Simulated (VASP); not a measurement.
Write the native input for VASP 6.6.1 that does the following.

```yaml
Task: single point
Functional: LDA
Potentials_or_basis: VASP PAW LDA potentials, release 64 (O, Cr_pv)
Cutoff: 520 eV
k_mesh: 8 × 14 × 2
Occupations: gaussian, width 0.1 eV
Spin: no spin polarisation
Dipole_correction: no
Further_INCAR_settings: ALGO = Normal; EDIFF = 1e-07; NBANDS = 33
```

The structure of CrO2 lies in POSCAR:

```
CrO2
1.0
    4.6051546968      0.0000000000     -0.0022956636
    0.0000000000      2.6807950873      0.0000000000
   -0.0754390063      0.0000000000     25.6055530402
O Cr
4 2
Direct
    0.0905281087      0.7500000000      0.4537114086
    0.9094718913      0.2500000000      0.5462885914
    0.5887868243      0.2500000000      0.4645642480
    0.4112131757      0.7500000000      0.5354357520
    0.7827567289      0.7500000000      0.5019039637
    0.2172432711      0.2500000000      0.4980960363
```

The input as run:

INCAR

```
ALGO     = Normal         # electronic algorithm
EDIFF    = 1E-7           # SCF threshold, eV
ENCUT    = 520            # plane-wave cutoff, eV
GGA      = CA             # functional
ISIF     = 2              # what is computed and relaxed
ISMEAR   = 0              # smearing method
LASPH    = T              # aspherical terms in the spheres
LCHARG   = F              # write CHGCAR
LREAL    = F              # projectors in reciprocal space
LWAVE    = F              # write WAVECAR
NBANDS   = 33             # bands
NELM     = 80             # most SCF steps
PREC     = Accurate       # precision mode
SIGMA    = 0.1            # smearing width, eV
```

KPOINTS

```
k-points
0
Gamma
  8 14 2
```

Potentials or basis: VASP PAW LDA potentials, release 64 (O, Cr_pv).

Command:

```bash
$ cat potpaw_LDA.64/O/POTCAR potpaw_LDA.64/Cr_pv/POTCAR > POTCAR
$ mpirun -np 1 vasp_std > vasp.out
```

It gave:

* Largest force: 0.175 eV/Å
* Band gap on the k mesh: zero (bands 24 and 25 overlap by 0.17 eV)

Caveat: the run has no spin polarisation, though such a crystal can be magnetic; semilocal functionals often make such compounds metallic where correlation or magnetic order opens a gap, which also shifts bond lengths.

It took 38 min on 1 thread of Intel Xeon 8259CL (shared host), peak memory 0.76 GiB.
